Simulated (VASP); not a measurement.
# Mg2SO: relaxation of cell and atoms with PBE

Mg2SO:

```
Mg S O
1.0
     1.71294    0.98897    5.59444
    -1.71294    0.98897    5.59444
     0.00000   -1.97793    5.59444
Mg S O
2 1 1
Cartesian
  0.0000 0.0000 4.1958
  0.0000 0.0000 12.5875
  0.0000 0.0000 0.0000
  0.0000 0.0000 8.3917
```

```yaml
Program: VASP 6.6.1
Task: relaxation of cell and atoms
Functional: PBE
Potentials_or_basis: VASP PAW PBE potentials, release 64 (Mg, S, O)
Cutoff: 600 eV
k_mesh: 6 × 6 × 6
Occupations: gaussian, width 0.1 eV
Spin: no spin polarisation
Dipole_correction: no
Further_INCAR_settings: ALGO = Normal; EDIFF = 1e-06; IBRION = 2; EDIFFG = -0.05; NSW = 100; ISIF = 3
```

```yaml
Relaxed_volume: 13.53 Å³/atom
Relaxed_cell: a = 5.854 Å, b = 5.854 Å, c = 5.854 Å, α = 33.40°, β = 33.40°, γ = 33.40°
Space_group_after_relaxing_to_0.05_Å: R-3m (No. 166)
Energy_gained_by_relaxing: 139.0 meV/atom
Ionic_steps: 6
Pressure_after_relaxing: 0.1 GPa
Largest_force_after_relaxing: 0.029 eV/Å
Band_gap_on_the_k_mesh: 0.94 eV, direct
```

Forces in eV/Å, atoms in the order of the input:
```
Mg   0.000  0.000  0.029
Mg   0.000  0.000 -0.029
S    0.000  0.000  0.000
O    0.000  0.000  0.000
```

Stress tensor (GPa, compression positive):
```
-0.13  0.00  0.00
 0.00 -0.13  0.00
 0.00  0.00  0.46
```

Step by step:
```
step  energy change (eV)  largest force (eV/Å)  pressure (GPa)  volume (Å³)
   1              0.0000                2.7722           -0.57        56.86
   2             -0.4802                0.7988           -3.00        56.45
   3             -0.5236                0.0303           -3.48        56.27
   4             -0.5518                0.1371            1.01        53.57
   5             -0.5531                0.1177            0.17        54.03
   6             -0.5561                0.0291            0.07        54.11
```

Final structure:
```yaml
crystal:
  lattice:
    - [1.68187, 0.97103, 5.52202]
    - [-1.68187, 0.97103, 5.52202]
    - [0.00000, -1.94206, 5.52202]
  atoms:
    - { symbol: Mg, position: [0.23840, 0.23840, 0.23840] }
    - { symbol: Mg, position: [0.76160, 0.76160, 0.76160] }
    - { symbol: S, position: [0.00000, 0.00000, 0.00000] }
    - { symbol: O, position: [0.50000, 0.50000, 0.50000] }
```

Levels at points of the mesh, in eV from the valence-band top:
```tsv
k point	band 4	band 5	band 6	band 7	band 8	band 9	band 10	band 11	band 12
(0.00, 0.00, 0.00)	-2.92	-2.92	-1.58	0.00	0.00	0.94	5.88	8.30	8.30
(0.50, 0.00, 0.00)	-5.11	-3.58	-3.39	-3.18	-1.27	4.44	5.36	5.45	6.33
(0.50, 0.50, 0.00)	-5.39	-3.45	-2.97	-1.92	-1.14	2.90	4.55	4.72	7.67
(0.50, 0.50, 0.50)	-3.83	-2.91	-2.91	-0.05	-0.05	2.92	6.01	6.20	8.53
```

Wall time 120 s on 1 thread of Intel(R) Xeon(R) 6975P-C (Granite Rapids), with other jobs on the host, peak memory 0.34 GiB.

Caveat: the relaxation stopped at a loose force limit of 0.05 eV/Å, so its end isn't a converged minimum.
